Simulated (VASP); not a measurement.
# CuO (P1) in VASP: notebook

The runs below take CuO through single point, with PBE.

All numbers are computed with VASP 6.6.1; they aren't measurements. Logs are shortened: lines on timing, memory, paths and dates and some standing lists are left out, and cuts for length are marked.

### Step 1. The cell of the first run

The typed cell holds 4 atoms: a = 2.949 Å, b = 2.949 Å, c = 5.151 Å, α = 90.00°, β = 90.00°, γ = 90.16°.

### Step 2. Single point, PBE (atom 3 (O) moved -0.200 Å towards its neighbour atom 1 (Cu) at 1.958 Å)

Contents of INCAR:

```
PREC = Accurate
ENCUT = 520
EDIFF = 1E-6
ISMEAR = 0
SIGMA = 0.15
LREAL = F
LASPH = T
NELM = 80
ALGO = Normal
ISIF = 2
LWAVE = F
LCHARG = T
GGA = PE
LELF = T
LVHAR = T
NBANDS = 25
```

Contents of KPOINTS:

```
Automatic mesh
0
Gamma
  16 16 10
```

Contents of POSCAR:

```
CuO
1.0
    2.0821496890     -2.0879424390      0.0000000000
    2.0821496890      2.0879424390      0.0000000000
    0.0000000000      0.0000000000      5.1512621043
Cu O
2 2
Direct
    0.0000000000      0.5000000000      0.0000000000
    0.5000000000      0.0000000000      0.5000000000
    0.5510830666      0.5000000000      0.2755415333
    0.5000000000      0.5000000000      0.7500000000
```

Potentials or basis: VASP PAW PBE potentials, release 64 (Cu, O).

Run with:

```bash
> cat potpaw_PBE.64/Cu/POTCAR potpaw_PBE.64/O/POTCAR > POTCAR
> mpirun -np 1 vasp_std > vasp.out
```

OUTCAR:

```text
PREC = Accurate
   ENCUT = 520
   EDIFF = 1E-6
   ISMEAR = 0
   LREAL = F
   LASPH = T
   NELM = 80
   ISIF = 2
   GGA = PE

 ion  position               nearest neighbor table
   1  0.000  0.500  0.000-   3 1.94   4 1.96   4 1.96   3 2.16
   2  0.500  0.000  0.500-   3 1.88   3 1.88   4 1.96   4 1.96
   3  0.551  0.500  0.276-   2 1.88   2 1.88   1 1.94   1 2.16
   4  0.500  0.500  0.750-   1 1.96   2 1.96   2 1.96   1 1.96

  LATTYP: Found a base centered orthorhombic cell.
 ALAT       =     4.1642993780
 B/A-ratio  =     1.0027821006
 C/A-ratio  =     1.2370057089

  Lattice vectors:

 A1 = (   2.0821496890,  -2.0879424390,   0.0000000000)
 A2 = (   2.0821496890,   2.0879424390,   0.0000000000)
 A3 = (   0.0000000000,   0.0000000000,   5.1512621043)

Analysis of symmetry for initial positions (statically):
=====================================================================
 Subroutine PRICEL returns:
 Original cell was already a primitive cell.

 Routine SETGRP: Setting up the symmetry group for a
 base centered orthorhombic supercell.

 Subroutine GETGRP returns: Found  1 space group operations
 (whereof  1 operations were pure point group operations)
 out of a pool of  8 trial point group operations.

The static configuration has the point symmetry C_1 .

Analysis of symmetry for dynamics (positions and initial velocities):
=====================================================================
 Subroutine PRICEL returns:
 Original cell was already a primitive cell.

 Routine SETGRP: Setting up the symmetry group for a
 base centered orthorhombic supercell.

 Subroutine GETGRP returns: Found  1 space group operations
 (whereof  1 operations were pure point group operations)
 out of a pool of  8 trial point group operations.

The dynamic configuration has the point symmetry C_1 .

 Subroutine INISYM returns: Found  1 space group operations
 (whereof  1 operations are pure point group operations),
 and found     1 'primitive' translations

----------------------------------------------------------------------------------------

                                     Primitive cell

  volume of cell :      44.7893

  direct lattice vectors                    reciprocal lattice vectors
     2.082149689 -2.087942439  0.000000000     0.240136433 -0.239470203  0.000000000
     2.082149689  2.087942439  0.000000000     0.240136433  0.239470203  0.000000000
     0.000000000  0.000000000  5.151262104     0.000000000  0.000000000  0.194127183

  length of vectors
     2.948703267  2.948703267  5.151262104     0.339133432  0.339133432  0.194127183

  position of ions in fractional coordinates (direct lattice)
     1.000000000  0.500000000  0.000000000
     0.500000000  1.000000000  0.500000000
     0.551083067  0.500000000  0.275541533
     0.500000000  0.500000000  0.750000000

  ion indices of the primitive-cell ions
   primitive index   ion index
                 1           1
                 2           2
                 3           3
                 4           4

----------------------------------------------------------------------------------------

 KPOINTS: Automatic mesh

Automatic generation of k-mesh.
 Grid dimensions read from file:
 generate k-points for:   16   16   10

 Generating k-lattice:

  Cartesian coordinates                     Fractional coordinates (reciprocal lattice)
     0.015008527 -0.014966888  0.000000000     0.062500000 -0.000000000  0.000000000
     0.015008527  0.014966888  0.000000000    -0.000000000  0.062500000  0.000000000
     0.000000000  0.000000000  0.019412718     0.000000000  0.000000000  0.100000000

  Length of vectors
     0.021195840  0.021195840  0.019412718

  Shift w.r.t. Gamma in fractional coordinates (k-lattice)
     0.000000000  0.000000000  0.000000000

 Subroutine IBZKPT returns following result:
 ===========================================

 Found   1284 irreducible k-points:

 Following reciprocal coordinates:
            Coordinates               Weight
  0.000000  0.000000  0.000000      1.000000
  0.062500 -0.000000  0.000000      2.000000
 -0.000000  0.062500  0.000000      2.000000
  0.125000 -0.000000  0.000000      2.000000
 -0.000000  0.125000  0.000000      2.000000
  0.187500 -0.000000  0.000000      2.000000
[... 16 lines left out ...]
  0.250000  0.062500  0.000000      2.000000
  0.062500  0.250000  0.000000      2.000000
 [... further k-points ...]
   k-points           NKPTS =   1284   k-points in BZ     NKDIM =   1284   number of bands    NBANDS=     25
   number of dos      NEDOS =    301   number of ions     NIONS =      4
   total plane-waves  NPLWV =  23040
   dimension x,y,z NGX =    24 NGY =   24 NGZ =   40
   dimension x,y,z NGXF=    48 NGYF=   48 NGZF=   80
   ions per type =               2   2
   NGX,Y,Z   is equivalent  to a cutoff of  13.53, 13.53, 12.91 a.u.
   NGXF,Y,Z  is equivalent  to a cutoff of  27.06, 27.06, 25.82 a.u.
 SYSTEM =  unknown system
   PREC   = accura    normal or accurate (medium, high low for compatibility)
   ISTART =      0    job   : 0-new  1-cont  2-samecut
   ICHARG =      2    charge: 1-file 2-atom 10-const
   ISPIN  =      1    spin polarized calculation?
   LNONCOLLINEAR =      F non collinear calculations
   LSORBIT =      F    spin-orbit coupling
   LASPH  =      T    aspherical Exc in radial PAW
   ENCUT  =  520.0 eV  38.22 Ry    6.18 a.u.   5.48  5.48  9.58*2*pi/ulx,y,z
   NELM   =     80;   NELMIN=  2; NELMDL= -5     # of ELM steps
   EDIFF  = 0.1E-05   stopping-criterion for ELM
   LREAL  =      F    real-space projection
   EDIFFG = 0.1E-04   stopping-criterion for IOM
   NSW    =      0    number of steps for IOM
   IBRION =     -1    ionic relax: 0-MD 1-quasi-New 2-CG
   NFREE  =      0    steps in history (QN), initial steepest desc. (CG)
   ISIF   =      2    stress and relaxation
   ISYM   =      2    0-nonsym 1-usesym 2-fastsym
   POTIM  = 0.5000    time-step for ionic-motion
   TEBEG  =    0.0;   TEEND  =   0.0 temperature during run
   PSTRESS=    0.0 pullay stress
   NELECT =      34.0000    total number of electrons
   NUPDOWN=      -1.0000    fix difference up-down
   EMIN   =  10.00;   EMAX   =-10.00  energy-range for DOS
   EFERMI =   0.00;   METHOD = LEGACY
   ISMEAR =     0;   SIGMA  =   0.15  broadening in eV -4-tet -1-fermi 0-gaus
   EFERMI_NEDOS =   21; number of points for ismear=-14 and -15
   IALGO  =     38    algorithm
   IMIX   =      4    mixing-type and parameters
     AMIX     =   0.40;   BMIX     =  1.00
     AMIX_MAG =   1.60;   BMIX_MAG =  1.00
  volume/ion in A,a.u.               =      11.20        75.56
  Fermi-wavevector in a.u.,A,eV,Ry     =   1.493401  2.822119 30.344346  2.230246
  Thomas-Fermi vector in A             =   2.605806
   LORBIT       =      0    0 simple, 1 ext, 2 COOP (PROOUT), +10 PAW based schemes
   GGA     = PE    functional components
   LHFCALC =     F    Hartree Fock is set to
   AEXX    =    0.0000 exact exchange contribution
   IVDW    =     0    specifies the selected vdW correction
   LEPSILON=     F    determine dielectric tensor
   LRPA    =     F    only Hartree local field effects (RPA)
 non-spin polarized calculation
 Gauss-broadening in eV      SIGMA  =   0.15
  energy-cutoff  :      520.00
  volume of cell :       44.79
 maximum number of plane-waves:      1236
 NGX is ok and might be reduce to    24
   NGX = 11   NGY = 11   NGZ = 19

 number of electron      34.0000021 magnetization

 Free energy of the ion-electron system (eV)
  ---------------------------------------------------
  ext. energy  EPLUGINS =         0.00000000
  ---------------------------------------------------
  free energy    TOTEN  =       -19.58544085 eV

  energy without entropy =      -19.55992017  energy(sigma->0) =      -19.57268051

 E-fermi :   4.7381     XC(G=0): -11.2544

 val. band max:        4.7375748859   @ k =   0.1875   0.4375   0.5000
 cond. band min:       4.7383490637   @ k =   0.1875  -0.4375   0.5000
 fundamental gap:      0.0007741778
 Fermi energy:         4.7380793393

 k-point     1 :       0.0000    0.0000    0.0000
  band No.  band energies     occupation
      1     -14.9863      2.00000
      2     -13.6526      2.00000
      3      -3.2599      2.00000
      4      -0.9786      2.00000
      5      -0.3316      2.00000
      6       0.9160      2.00000
[... 17 lines left out ...]
     24      19.1958      0.00000
     25      19.3841      0.00000

 k-point     2 :       0.0625   -0.0000    0.0000
  band No.  band energies     occupation
      1     -14.9674      2.00000
      2     -13.6456      2.00000
      3      -3.2272      2.00000
      4      -0.9704      2.00000
      5      -0.3588      2.00000
      6       0.7414      2.00000
[... 17 lines left out ...]
     24      19.0922      0.00000
     25      19.3434      0.00000

 k-point     3 :      -0.0000    0.0625    0.0000
  band No.  band energies     occupation
      1     -14.9652      2.00000
      2     -13.6478      2.00000
      3      -3.2217      2.00000
      4      -0.9914      2.00000
      5      -0.3174      2.00000
      6       0.7704      2.00000
[... 17 lines left out ...]
     24      19.2648      0.00000
     25      19.4734      0.00000

 k-point     4 :       0.1250   -0.0000    0.0000
  band No.  band energies     occupation
      1     -14.9127      2.00000
      2     -13.6254      2.00000
      3      -3.1330      2.00000
      4      -0.9470      2.00000
      5      -0.4346      2.00000
      6       0.3145      2.00000
[... 17 lines left out ...]
     24      19.2377      0.00000
     25      19.4052      0.00000
[... 477 lines left out ...]
 k-point    22 :       0.0625    0.1875    0.0000
  band No.  band energies     occupation
      1     -14.7918      2.00000
      2     -13.6072      2.00000
      3      -2.9052      2.00000
      4      -1.0499      2.00000
      5      -0.3638      2.00000
      6      -0.2345      2.00000
[... 17 lines left out ...]
     24      18.7877      0.00000
     25      19.6685      0.00000

 k-point    23 :       0.2500    0.0625    0.0000
  band No.  band energies     occupation
      1     -14.7065      2.00000
      2     -13.5549      2.00000
      3      -2.7730      2.00000
      4      -0.9178      2.00000
      5      -0.8479      2.00000
      6      -0.4968      2.00000
[... 17 lines left out ...]
     24      18.7029      0.00000
     25      19.3067      0.00000

 k-point    24 :       0.0625    0.2500    0.0000
  band No.  band energies     occupation
      1     -14.6780      2.00000
      2     -13.5834      2.00000
      3      -2.6904      2.00000
      4      -1.1453      2.00000
      5      -0.8594      2.00000
      6      -0.1799      2.00000
[... 17 lines left out ...]
     24      18.9012      0.00000
     25      19.4640      0.00000

 [... further k-points ...]

------------------------ aborting loop because EDIFF is reached ----------------------------------------

  FORCE on cell =-STRESS in cart. coord.  units (eV):
  Direction    XX          YY          ZZ          XY          YZ          ZX
  --------------------------------------------------------------------------------------
  -------------------------------------------------------------------------------------
  Total        0.4655156      0.4563414      0.8837164      0.4583422      0.3221022     -0.3280755
  in kB       16.6521660     16.3239901     31.6118115     16.3955632     11.5220597    -11.7357342
  external PRESSURE =      21.5293225 kB  Pullay stress =       0.0000000 kB

 VOLUME and BASIS-vectors are now :
 -----------------------------------------------------------------------------
  energy-cutoff  :      520.00
  volume of cell :       44.79
      direct lattice vectors                 reciprocal lattice vectors
     2.082149689 -2.087942439  0.000000000     0.240136433 -0.239470203  0.000000000
     2.082149689  2.087942439  0.000000000     0.240136433  0.239470203  0.000000000
     0.000000000  0.000000000  5.151262104     0.000000000  0.000000000  0.194127183

 POSITION                                       TOTAL-FORCE (eV/Angst)
 -----------------------------------------------------------------------------------
      1.04107      1.04397      0.00000         0.403472     -0.404318      0.377747
      1.04107     -1.04397      2.57563         0.184395     -0.190760      0.895177
      2.18851     -0.10666      1.41939        -0.357334      0.363468     -1.575710
      2.08215      0.00000      3.86345        -0.230533      0.231610      0.302785
 -----------------------------------------------------------------------------------
    total drift:                                0.000390     -0.000387     -0.000028

  FREE ENERGIE OF THE ION-ELECTRON SYSTEM (eV)
  ---------------------------------------------------
  free  energy   TOTEN  =       -19.5854408521 eV

  energy  without entropy=      -19.5599201675  energy(sigma->0) =      -19.57268051
```

It took 12 min on 1 thread of Intel Xeon Platinum 8559C (Emerald Rapids), shared host; peak memory 1.1 GiB.

Results:

| Quantity | Value |
| --- | --- |
| Free energy | -19.5854 eV |
| Pressure | 2.2 GPa |
| Largest force | 1.656 eV/Å |
| Band gap on the k mesh | zero (bands 17 and 18 overlap by 0.94 eV) |

Forces on the atoms (eV/Å):
```
Cu   0.403 -0.404  0.378
Cu   0.184 -0.191  0.895
O   -0.357  0.363 -1.576
O   -0.231  0.232  0.303
```

Caveat: the cell differs from its parent crystal (atom 3 (O) moved -0.200 Å towards its neighbour atom 1 (Cu) at 1.958 Å); semilocal functionals often make such compounds metallic where correlation or magnetic order opens a gap, which also shifts bond lengths; forces of over 1 eV/Å act on the atoms, so gaps and moduli don't describe the material at rest.

### Step 3. Single point, PBE (atom 3 (O) moved +0.160 Å towards its neighbour atom 1 (Cu) at 1.958 Å)

Contents of INCAR:

```
PREC = Accurate
ENCUT = 520
EDIFF = 1E-6
ISMEAR = 0
SIGMA = 0.15
LREAL = False
LASPH = True
NELM = 100
ALGO = Fast
ISIF = 2
LWAVE = False
LCHARG = False
GGA = PE
NBANDS = 25
```

KPOINTS is that of step 2.

POSCAR: that of step 2 with these lines changed.

```diff
@@ -10,3 +10,3 @@
     0.5000000000      0.0000000000      0.5000000000
-    0.5510830666      0.5000000000      0.2755415333
+    0.4591335467      0.5000000000      0.2295667733
     0.5000000000      0.5000000000      0.7500000000
```

Potentials or basis: VASP PAW PBE potentials, release 64 (Cu, O).

Run with:

```bash
> cat potpaw_PBE.64/Cu/POTCAR potpaw_PBE.64/O/POTCAR > POTCAR
> mpirun -np 1 vasp_std > vasp.out
```

Run time: 35 min. Hardware: 1 thread of Oxide Virtual Turin-like, shared host; peak memory 1.1 GiB.

It converged, with:

| Quantity | Value |
| --- | --- |
| Free energy | -19.5843 eV |
| Pressure | 2.3 GPa |
| Largest force | 2.285 eV/Å |
| Band gap on the k mesh | zero (bands 17 and 18 overlap by 1.03 eV) |

Forces in eV/Å, atoms in the order of the input:
```
Cu  -0.964  0.966 -1.065
Cu  -0.184  0.185 -0.472
O    0.980 -0.983  1.815
O    0.167 -0.168 -0.278
```

Stress tensor (GPa, compression positive):
```
 1.75 -2.41  2.79
-2.41  1.72 -2.80
 2.79 -2.80  3.30
```

Levels at points of the mesh, in eV from the Fermi level:
| k point | band 13 | band 14 | band 15 | band 16 | band 17 | band 18 | band 19 | band 20 | band 21 | band 22 |
| --- | --- | --- | --- | --- | --- | --- | --- | --- | --- | --- |
| (0.00, 0.00, 0.00) | -2.37 | -2.16 | -2.10 | -1.86 | 0.56 | 0.75 | 1.41 | 6.10 | 7.24 | 13.12 |
| (0.50, 0.00, 0.00) | -2.42 | -1.84 | -1.52 | -1.34 | 0.20 | 0.33 | 3.63 | 6.13 | 6.37 | 10.95 |
| (0.00, 0.50, 0.00) | -2.08 | -1.86 | -1.64 | -1.49 | 0.16 | 0.68 | 3.89 | 5.61 | 6.42 | 10.77 |
| (0.50, 0.50, 0.00) | -2.36 | -2.14 | -1.62 | -1.29 | -1.11 | 1.10 | 2.20 | 7.20 | 9.39 | 10.09 |
| (0.00, 0.00, 0.50) | -2.19 | -2.18 | -1.51 | -1.45 | -0.07 | 0.30 | 3.34 | 3.58 | 11.31 | 11.83 |
| (0.50, 0.00, 0.50) | -2.36 | -2.33 | -2.02 | -1.76 | -0.17 | 0.56 | 4.08 | 6.20 | 8.26 | 8.49 |
| (0.00, 0.50, 0.50) | -2.32 | -2.23 | -1.90 | -1.88 | -0.20 | 0.79 | 4.66 | 5.48 | 8.03 | 8.93 |
| (0.50, 0.50, 0.50) | -1.90 | -1.80 | -1.51 | -1.32 | -0.56 | -0.47 | 4.00 | 4.05 | 9.90 | 10.83 |

Caveat: the cell differs from its parent crystal (atom 3 (O) moved +0.160 Å towards its neighbour atom 1 (Cu) at 1.958 Å); semilocal functionals often make such compounds metallic where correlation or magnetic order opens a gap, which also shifts bond lengths; forces of over 1 eV/Å act on the atoms, so gaps and moduli don't describe the material at rest.
